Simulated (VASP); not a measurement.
Wanted: the native input for a VASP 6.6.1 run.

| Property | Result |
| --- | --- |
| Task | single point |
| Functional | BLYP |
| Potentials or basis | VASP PAW PBE potentials, release 64 (Na_pv) |
| Cutoff | 520 eV |
| k mesh | 17 × 17 × 17 |
| Occupations | fermi-dirac, width 0.1 eV |
| Spin | no spin polarisation |
| Dipole correction | no |
| Further INCAR settings | ALGO = Normal; EDIFF = 1e-07; NBANDS = 10 |

The structure of Na lies in POSCAR:

```
Na
1.0
   -2.1039229067      2.1039229067      2.1039229067
    2.1039229067     -2.1039229067      2.1039229067
    2.1039229067      2.1039229067     -2.1039229067
Na
1
Direct
    0.0000000000      0.0000000000      0.0000000000
```

The input as run:

INCAR

```
PREC = Accurate
ENCUT = 520
EDIFF = 1E-7
ISMEAR = -1
SIGMA = 0.1
LREAL = F
LASPH = T
NELM = 80
ALGO = Normal
ISIF = 2
LWAVE = F
LCHARG = F
GGA = B5
ALDAX = 1.0
AGGAX = 1.0
AGGAC = 1.0
ALDAC = 0.0
NBANDS = 10
```

KPOINTS

```
regular mesh
0
Gamma
  17 17 17
```

Potentials or basis: VASP PAW PBE potentials, release 64 (Na_pv).

Command:

```console
$ cat potpaw_PBE.64/Na_pv/POTCAR > POTCAR
$ mpirun -np 1 vasp_std > vasp.out
```

Results of the run:

```
Pressure               : 0.0 GPa
Band gap on the k mesh : zero (an odd number of electrons rules out a gap without spin polarisation)
```

Caveat: the PAW data sets were made with another functional, which shifts forces and pressure a little.

Wall time 27 s on 1 thread of Intel(R) Xeon(R) Platinum 8488C (Sapphire Rapids) (shared host), peak memory 0.18 GiB.
